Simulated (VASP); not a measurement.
# Te2Mo in VASP: notebook

Te2Mo is run at these levels: PBE; tasks: single point.

Program: VASP 6.6.1. These are calculated values, not measurements. Logs are shortened: lines on timing, memory, paths and dates and some standing lists are left out, and cuts for length are marked.

**1. The cell of the first run**

The cell holds a slab with vacuum, 6 atoms: a = 3.560 Å, b = 3.560 Å, c = 24.811 Å, α = 90.00°, β = 90.00°, γ = 120.00°.

**2. Single point, PBE**

Contents of INCAR:

```
SYSTEM = Te2Mo
PREC = Accurate
ENCUT = 500
EDIFF = 1E-6
ISMEAR = 0
SIGMA = 0.1
LREAL = .False.
LASPH = .True.
NELM = 120
ALGO = Normal
ISIF = 2
LWAVE = .False.
LCHARG = .False.
GGA = PE
NBANDS = 35
GGA_COMPAT = .False.
```

Contents of KPOINTS:

```
regular mesh
0
Gamma
  8 8 1
  0 0 0
```

Contents of POSCAR:

```
Te2Mo
1.0
    3.5603917377      0.0000000000      0.0000000000
   -1.7801958688      3.0833896922      0.0000000000
    0.0000000000      0.0000000000     24.8112624000
Te Mo
4 2
Direct
    0.3333333333      0.6666666667      0.2236394800
    0.6666666667      0.3333333333      0.9206288600
    0.6666666667      0.3333333333      0.7767635628
    0.3333333333      0.6666666667      0.0793711400
    0.6666666667      0.3333333333      0.1515414900
    0.3333333333      0.6666666667      0.8484585100
```

Potentials or basis: VASP PAW PBE potentials, release 64 (Te, Mo_sv).

On the command line:

```console
$ cat potpaw_PBE.64/Te/POTCAR potpaw_PBE.64/Mo_sv/POTCAR > POTCAR
$ mpirun -np 1 vasp_std > vasp.out
```

OUTCAR:

```text
SYSTEM = Te2Mo
   PREC = Accurate
   ENCUT = 500
   EDIFF = 1E-6
   ISMEAR = 0
   LREAL = .False.
   LASPH = .True.
   NELM = 120
   ISIF = 2
   GGA = PE

 ion  position               nearest neighbor table
   1  0.333  0.667  0.224-   5 2.72   5 2.72   5 2.72   4 3.58
   2  0.667  0.333  0.921-   6 2.73   6 2.73   6 2.73   3 3.57
   3  0.667  0.333  0.777-   6 2.72   6 2.72   6 2.72   2 3.57
   4  0.333  0.667  0.079-   5 2.73   5 2.73   5 2.73   1 3.58
   5  0.667  0.333  0.152-   1 2.72   1 2.72   1 2.72   4 2.73   4 2.73   4 2.73
   6  0.333  0.667  0.848-   3 2.72   3 2.72   3 2.72   2 2.73   2 2.73   2 2.73

  LATTYP: Found a hexagonal cell.
 ALAT       =     3.5603917377
 C/A-ratio  =     6.9686889050

  Lattice vectors:

 A1 = (   3.5603917377,   0.0000000000,   0.0000000000)
 A2 = (  -1.7801958688,   3.0833896922,   0.0000000000)
 A3 = (   0.0000000000,   0.0000000000,  24.8112624000)

Analysis of symmetry for initial positions (statically):
=====================================================================
 Subroutine PRICEL returns:
 Original cell was already a primitive cell.

 Routine SETGRP: Setting up the symmetry group for a
 hexagonal supercell.

 Subroutine GETGRP returns: Found  6 space group operations
 (whereof  6 operations were pure point group operations)
 out of a pool of 24 trial point group operations.

The static configuration has the point symmetry C_3v.

Analysis of symmetry for dynamics (positions and initial velocities):
=====================================================================
 Subroutine PRICEL returns:
 Original cell was already a primitive cell.

 Routine SETGRP: Setting up the symmetry group for a
 hexagonal supercell.

 Subroutine GETGRP returns: Found  6 space group operations
 (whereof  6 operations were pure point group operations)
 out of a pool of 24 trial point group operations.

The dynamic configuration has the point symmetry C_3v.

 Subroutine INISYM returns: Found  6 space group operations
 (whereof  6 operations are pure point group operations),
 and found     1 'primitive' translations

----------------------------------------------------------------------------------------

                                     Primitive cell

  volume of cell :     272.3799

  direct lattice vectors                    reciprocal lattice vectors
     3.560391738  0.000000000  0.000000000     0.280867970  0.162159198  0.000000000
    -1.780195869  3.083389692  0.000000000     0.000000000  0.324318396  0.000000000
     0.000000000  0.000000000 24.811262400     0.000000000  0.000000000  0.040304277

  length of vectors
     3.560391738  3.560391738 24.811262400     0.324318396  0.324318396  0.040304277

  position of ions in fractional coordinates (direct lattice)
     0.333333333  0.666666667  0.223639480
     0.666666667  0.333333333  0.920628860
     0.666666667  0.333333333  0.776763563
     0.333333333  0.666666667  0.079371140
     0.666666667  0.333333333  0.151541490
     0.333333333  0.666666667  0.848458510

  ion indices of the primitive-cell ions
   primitive index   ion index
                 1           1
                 2           2
                 3           3
                 4           4
                 5           5
                 6           6

----------------------------------------------------------------------------------------

 KPOINTS: regular mesh

Automatic generation of k-mesh.
 Grid dimensions read from file:
 generate k-points for:    8    8    1

 Generating k-lattice:

  Cartesian coordinates                     Fractional coordinates (reciprocal lattice)
     0.035108496  0.020269900  0.000000000     0.125000000  0.000000000  0.000000000
     0.000000000  0.040539800  0.000000000     0.000000000  0.125000000  0.000000000
     0.000000000  0.000000000  0.040304277     0.000000000  0.000000000  1.000000000

  Length of vectors
     0.040539800  0.040539800  0.040304277

  Shift w.r.t. Gamma in fractional coordinates (k-lattice)
     0.000000000  0.000000000  0.000000000

 Subroutine IBZKPT returns following result:
 ===========================================

 Found     10 irreducible k-points:

 Following reciprocal coordinates:
            Coordinates               Weight
  0.000000  0.000000  0.000000      1.000000
  0.125000  0.000000  0.000000      6.000000
  0.250000  0.000000  0.000000      6.000000
  0.375000  0.000000  0.000000      6.000000
  0.500000  0.000000  0.000000      3.000000
  0.125000  0.125000  0.000000      6.000000
  0.250000  0.125000  0.000000     12.000000
  0.375000  0.125000  0.000000     12.000000
  0.250000  0.250000  0.000000      6.000000
  0.375000  0.250000  0.000000      6.000000
   k-points           NKPTS =     10   k-points in BZ     NKDIM =     10   number of bands    NBANDS=     35
   number of dos      NEDOS =    301   number of ions     NIONS =      6
   total plane-waves  NPLWV = 150528
   dimension x,y,z NGX =    28 NGY =   28 NGZ =  192
   dimension x,y,z NGXF=    56 NGYF=   56 NGZF=  384
   ions per type =               4   2
   NGX,Y,Z   is equivalent  to a cutoff of  13.07, 13.07, 12.86 a.u.
   NGXF,Y,Z  is equivalent  to a cutoff of  26.15, 26.15, 25.73 a.u.
 SYSTEM =  Te2Mo
   PREC   = accura    normal or accurate (medium, high low for compatibility)
   ISTART =      0    job   : 0-new  1-cont  2-samecut
   ICHARG =      2    charge: 1-file 2-atom 10-const
   ISPIN  =      1    spin polarized calculation?
   LNONCOLLINEAR =      F non collinear calculations
   LSORBIT =      F    spin-orbit coupling
   LASPH  =      T    aspherical Exc in radial PAW
   ENCUT  =  500.0 eV  36.75 Ry    6.06 a.u.   6.49  6.49 45.24*2*pi/ulx,y,z
   NELM   =    120;   NELMIN=  2; NELMDL= -5     # of ELM steps
   EDIFF  = 0.1E-05   stopping-criterion for ELM
   LREAL  =      F    real-space projection
   EDIFFG = 0.1E-04   stopping-criterion for IOM
   NSW    =      0    number of steps for IOM
   IBRION =     -1    ionic relax: 0-MD 1-quasi-New 2-CG
   NFREE  =      0    steps in history (QN), initial steepest desc. (CG)
   ISIF   =      2    stress and relaxation
   ISYM   =      2    0-nonsym 1-usesym 2-fastsym
   POTIM  = 0.5000    time-step for ionic-motion
   TEBEG  =    0.0;   TEEND  =   0.0 temperature during run
   PSTRESS=    0.0 pullay stress
   NELECT =      52.0000    total number of electrons
   NUPDOWN=      -1.0000    fix difference up-down
   EMIN   =  10.00;   EMAX   =-10.00  energy-range for DOS
   EFERMI =   0.00;   METHOD = LEGACY
   ISMEAR =     0;   SIGMA  =   0.10  broadening in eV -4-tet -1-fermi 0-gaus
   EFERMI_NEDOS =   21; number of points for ismear=-14 and -15
   IALGO  =     38    algorithm
   IMIX   =      4    mixing-type and parameters
     AMIX     =   0.40;   BMIX     =  1.00
     AMIX_MAG =   1.60;   BMIX_MAG =  1.00
  volume/ion in A,a.u.               =      45.40       306.35
  Fermi-wavevector in a.u.,A,eV,Ry     =   0.942651  1.781352 12.090013  0.888591
  Thomas-Fermi vector in A             =   2.070281
   LORBIT       =      0    0 simple, 1 ext, 2 COOP (PROOUT), +10 PAW based schemes
   GGA     = PE    functional components
   LHFCALC =     F    Hartree Fock is set to
   AEXX    =    0.0000 exact exchange contribution
   IVDW    =     0    specifies the selected vdW correction
   LEPSILON=     F    determine dielectric tensor
   LRPA    =     F    only Hartree local field effects (RPA)
 non-spin polarized calculation
 Gauss-broadening in eV      SIGMA  =   0.10
  energy-cutoff  :      500.00
  volume of cell :      272.38
 maximum number of plane-waves:      7003
 NGX is ok and might be reduce to    28
   NGX = 13   NGY = 13   NGZ = 91

 number of electron      52.0000000 magnetization

 Free energy of the ion-electron system (eV)
  ---------------------------------------------------
  ext. energy  EPLUGINS =         0.00000000
  ---------------------------------------------------
  free energy    TOTEN  =       -36.04969707 eV

  energy without entropy =      -36.04969707  energy(sigma->0) =      -36.04969707

 E-fermi :   2.5558     XC(G=0):  -6.3218

 val. band max:        2.0947876356   @ k =   0.3750   0.2500   0.0000
 cond. band min:       3.3196300841   @ k =   0.3750   0.2500   0.0000
 fundamental gap:      1.2248424485
 Fermi energy:         2.5557724258

 k-point     1 :       0.0000    0.0000    0.0000
  band No.  band energies     occupation
      1     -58.5023      2.00000
      2     -58.4995      2.00000
      3     -32.6469      2.00000
      4     -32.6447      2.00000
      5     -32.5537      2.00000
      6     -32.5537      2.00000
[... 27 lines left out ...]
     34       5.5471      0.00000
     35       6.4409      0.00000

 k-point     2 :       0.1250    0.0000    0.0000
  band No.  band energies     occupation
      1     -58.5011      2.00000
      2     -58.4983      2.00000
      3     -32.6432      2.00000
      4     -32.6409      2.00000
      5     -32.5706      2.00000
      6     -32.5703      2.00000
[... 27 lines left out ...]
     34       5.4283      0.00000
     35       6.7336      0.00000

 k-point     3 :       0.2500    0.0000    0.0000
  band No.  band energies     occupation
      1     -58.4982      2.00000
      2     -58.4954      2.00000
      3     -32.6342      2.00000
      4     -32.6318      2.00000
      5     -32.6111      2.00000
      6     -32.6110      2.00000
[... 27 lines left out ...]
     34       5.7331      0.00000
     35       7.3772      0.00000
[... 191 lines left out ...]
 k-point     9 :       0.2500    0.2500    0.0000
  band No.  band energies     occupation
      1     -58.4940      2.00000
      2     -58.4912      2.00000
      3     -32.6470      2.00000
      4     -32.6470      2.00000
      5     -32.6214      2.00000
      6     -32.6189      2.00000
[... 27 lines left out ...]
     34       6.0804      0.00000
     35       7.5312      0.00000

 k-point    10 :       0.3750    0.2500    0.0000
  band No.  band energies     occupation
      1     -58.4932      2.00000
      2     -58.4904      2.00000
      3     -32.6487      2.00000
      4     -32.6487      2.00000
      5     -32.6188      2.00000
      6     -32.6163      2.00000
[... 27 lines left out ...]
     34       6.1676      0.00000
     35       6.8834      0.00000

------------------------ aborting loop because EDIFF is reached ----------------------------------------

  FORCE on cell =-STRESS in cart. coord.  units (eV):
  Direction    XX          YY          ZZ          XY          YZ          ZX
  --------------------------------------------------------------------------------------
  -------------------------------------------------------------------------------------
  Total        0.5124334      0.5124334      1.9740526      0.0000000     -0.0000000      0.0000000
  in kB        3.0142062      3.0142062     11.6116580      0.0000000     -0.0000000      0.0000000
  external PRESSURE =       5.8800235 kB  Pullay stress =       0.0000000 kB

 VOLUME and BASIS-vectors are now :
 -----------------------------------------------------------------------------
  energy-cutoff  :      500.00
  volume of cell :      272.38
      direct lattice vectors                 reciprocal lattice vectors
     3.560391738  0.000000000  0.000000000     0.280867970  0.162159198  0.000000000
    -1.780195869  3.083389692  0.000000000     0.000000000  0.324318396  0.000000000
     0.000000000  0.000000000 24.811262400     0.000000000  0.000000000  0.040304277

 POSITION                                       TOTAL-FORCE (eV/Angst)
 -----------------------------------------------------------------------------------
     -0.00000      2.05559      5.54878        -0.000000      0.000000      0.241836
      1.78020      1.02780     22.84196        -0.000000     -0.000000      0.246941
      1.78020      1.02780     19.27248        -0.000000     -0.000000     -0.367315
     -0.00000      2.05559      1.96930        -0.000000     -0.000000     -0.231214
      1.78020      1.02780      3.75994         0.000000     -0.000000     -0.004132
     -0.00000      2.05559     21.05133         0.000000     -0.000000      0.113884
 -----------------------------------------------------------------------------------
    total drift:                                0.000000     -0.000000      0.000008

  FREE ENERGIE OF THE ION-ELECTRON SYSTEM (eV)
  ---------------------------------------------------
  free  energy   TOTEN  =       -36.0496970695 eV

  energy  without entropy=      -36.0496970695  energy(sigma->0) =      -36.04969707
```

Wall time 7.3 min (1 thread of Intel Xeon 8259CL, shared host); peak memory 0.38 GiB.

What came out:

- Free energy: -36.0497 eV
- Largest force: 0.367 eV/Å
- Band gap on the k mesh: 1.22 eV

Forces in eV/Å, atoms in the order of the input:
```
Te   0.000  0.000  0.242
Te   0.000  0.000  0.247
Te   0.000  0.000 -0.367
Te   0.000  0.000 -0.231
Mo   0.000  0.000 -0.004
Mo   0.000  0.000  0.114
```

Caveat: there is no dipole correction, which matters where the two faces differ; spin-orbit coupling is left out, which moves the levels of the heavy elements.

**3. Single point, PBE**

Contents of INCAR:

```
ALGO = Normal
EDIFF = 1E-6
ENCUT = 500
GGA = PE
GGA_COMPAT = False
ISIF = 2
ISMEAR = 0
LASPH = True
LCHARG = False
LREAL = False
LWAVE = False
NBANDS = 35
NELM = 120
PREC = Accurate
SIGMA = 0.1
```

Contents of KPOINTS:

```
k-points
0
Gamma
  8 8 1
```

POSCAR: that of step 2 with these lines changed.

```diff
@@ -10,3 +10,3 @@
     0.6666666667      0.3333333333      0.9206288600
-    0.6666666667      0.3333333333      0.7767635628
+    0.6666666667      0.3333333333      0.7759574772
     0.3333333333      0.6666666667      0.0793711400
```

Potentials or basis: VASP PAW PBE potentials, release 64 (Te, Mo_sv).

On the command line:

```console
$ cat potpaw_PBE.64/Te/POTCAR potpaw_PBE.64/Mo_sv/POTCAR > POTCAR
$ mpirun -np 1 vasp_std > vasp.out
```

Wall time 5.7 min (1 thread of Intel Xeon 8259CL, shared host); peak memory 0.39 GiB.

Results (log left out):

| Property | Result |
| --- | --- |
| Free energy | -36.0545 eV |
| Largest force | 0.242 eV/Å |
| Band gap on the k mesh | 1.23 eV |

Forces in eV/Å, atoms in the order of the input:
```
Te   0.000  0.000  0.242
Te   0.000  0.000  0.216
Te   0.000  0.000 -0.119
Te   0.000  0.000 -0.231
Mo   0.000  0.000 -0.004
Mo   0.000  0.000 -0.103
```

Levels at points of the mesh, in eV from the valence-band top:
| k point | band 22 | band 23 | band 24 | band 25 | band 26 | band 27 | band 28 | band 29 | band 30 | band 31 |
| --- | --- | --- | --- | --- | --- | --- | --- | --- | --- | --- |
| (0.00, 0.00, 0.00) | -0.84 | -0.83 | -0.83 | -0.44 | -0.04 | 3.11 | 3.11 | 3.13 | 3.13 | 3.39 |
| (0.50, 0.00, 0.00) | -1.49 | -0.66 | -0.65 | -0.31 | -0.26 | 1.44 | 1.46 | 1.75 | 1.84 | 3.14 |

Caveat: there is no dipole correction, which matters where the two faces differ; spin-orbit coupling is left out, which moves the levels of the heavy elements.

**4. Single point, PBE**

Contents of INCAR:

```
SYSTEM = Te2Mo
PREC = Accurate
ENCUT = 500
EDIFF = 1E-6
ISMEAR = 0
SIGMA = 0.1
LREAL = .False.
LASPH = .True.
NELM = 120
ALGO = Normal
ISIF = 2
LWAVE = .False.
LCHARG = .False.
GGA = PE
NBANDS = 35
GGA_COMPAT = .False.
```

Contents of KPOINTS:

```
regular mesh
0
Gamma
  8 8 1
  0 0 0
```

POSCAR: that of step 3 with these lines changed.

```diff
@@ -10,3 +10,3 @@
     0.6666666667      0.3333333333      0.9206288600
-    0.6666666667      0.3333333333      0.7759574772
+    0.6666666667      0.3333333333      0.7763605200
     0.3333333333      0.6666666667      0.0793711400
```

On the command line:

```console
$ cat potpaw_PBE.64/Te/POTCAR potpaw_PBE.64/Mo_sv/POTCAR > POTCAR
$ mpirun -np 1 vasp_std > vasp.out
```

Wall time 6.7 min (1 thread of Intel Xeon 8259CL, shared host); peak memory 0.38 GiB.

It converged, with:

```yaml
Free_energy: -36.0527 eV
Largest_force: 0.242 eV/Å
Band_gap_on_the_k_mesh: 1.23 eV
```

Forces in eV/Å, atoms in the order of the input:
```
Te   0.000  0.000  0.242
Te   0.000  0.000  0.231
Te   0.000  0.000 -0.242
Te   0.000  0.000 -0.231
Mo   0.000  0.000 -0.004
Mo   0.000  0.000  0.004
```

Levels at points of the mesh, in eV from the valence-band top:
```csv
k point,band 23,band 24,band 25,band 26,band 27,band 28,band 29,band 30
"(0.00, 0.00, 0.00)",-0.84,-0.84,-0.43,-0.03,3.11,3.11,3.14,3.14
"(0.50, 0.00, 0.00)",-0.65,-0.65,-0.31,-0.26,1.44,1.46,1.76,1.84
```

Caveat: there is no dipole correction, which matters where the two faces differ; spin-orbit coupling is left out, which moves the levels of the heavy elements.

**5. The runs side by side**

| cell | gap on the mesh (eV) | largest force (eV/Å) |
| --- | --- | --- |
| as given, atomic positions A | 1.22 | 0.37 |
| as given, atomic positions B | 1.23 | 0.24 |
| as given, atomic positions C | 1.23 | 0.24 |

Alike in all rows: task single point; level PBE; potentials or basis VASP PAW PBE potentials, release 64 (Te, Mo_sv); no spin polarisation; k mesh 8 × 8 × 1; cutoff (eV) 500; smearing gaussian 0.1 eV.

Caveats: there is no dipole correction, which matters where the two faces differ; spin-orbit coupling is left out, which moves the levels of the heavy elements.

Absolute energies hang on the potentials; compare differences alone.
